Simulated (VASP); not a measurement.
The system is Bi3F.

```
Bi F
1.0
     1.90404   -2.60190    0.00000
     1.90404    2.60190    0.00000
     0.00000    0.00000   10.54309
Bi F
3 1
Direct
  0.50000 0.50000 0.74271
  0.00000 0.00000 0.50000
  0.50000 0.50000 0.25729
  0.00000 0.00000 0.00000
```

| Item | Value |
| --- | --- |
| Program | VASP 6.6.1 |
| Task | relaxation of cell and atoms |
| Functional | PBE |
| Potentials or basis | VASP PAW PBE potentials, release 64 (Bi_d, F) |
| Cutoff | 600 eV |
| k mesh | 6 × 6 × 2 |
| Occupations | gaussian, width 0.1 eV |
| Spin | no spin polarisation |

At the start: pressure 5.5 GPa; volume 26.12 Å³/atom.

**Question.** How do energy, volume and symmetry change on relaxing?

**Answer.** Over 20 steps the energy falls by 433.2 meV/atom and the volume is 26.20 Å³/atom (+0.3 %); space group Cmmm (No. 65, to 0.05 Å).

Step by step:
```
step  energy change (eV)  largest force (eV/Å)  pressure (GPa)  volume (Å³)
   1              0.0000                2.2134            5.52       104.46
   2             -0.6482                1.2215           -3.53       118.41
   3             -0.6533                1.1479           -4.05       119.73
   4             -1.1121                1.1389           -2.86       112.62
   5             -1.3613                0.9996            1.06       103.13
   6             -1.5402                0.0005            0.84       102.40
   7             -1.5425                0.1170            0.91       102.30
   8             -1.6053                0.0913           -1.06       105.13
   9             -1.6074                0.0795           -1.40       105.70
  10             -1.6564                0.0739            0.21       102.87
  11             -1.6600                0.1224            0.88       101.77
  12             -1.6919                0.2179            0.98       102.09
  13             -1.6927                0.2235            1.00       102.13
  14             -1.7237                0.1581           -0.67       105.46
  15             -1.7237                0.1573           -0.70       105.54
  16             -1.7287                0.1068            0.33       104.05
  17             -1.7297                0.1220            0.01       104.47
  18             -1.7319                0.0727            0.09       104.31
  19             -1.7327                0.0177            0.19       104.14
  20             -1.7328                0.0045           -0.18       104.80
```

Final structure:
```
Bi F
1.0
     1.72897   -3.03868    0.00000
     1.72897    3.03868    0.00000
     0.00000    0.00000    9.97405
Bi F
3 1
Direct
  0.50000 0.50000 0.79323
  0.00000 0.00000 0.50000
  0.50000 0.50000 0.20677
  0.00000 0.00000 0.00000
```
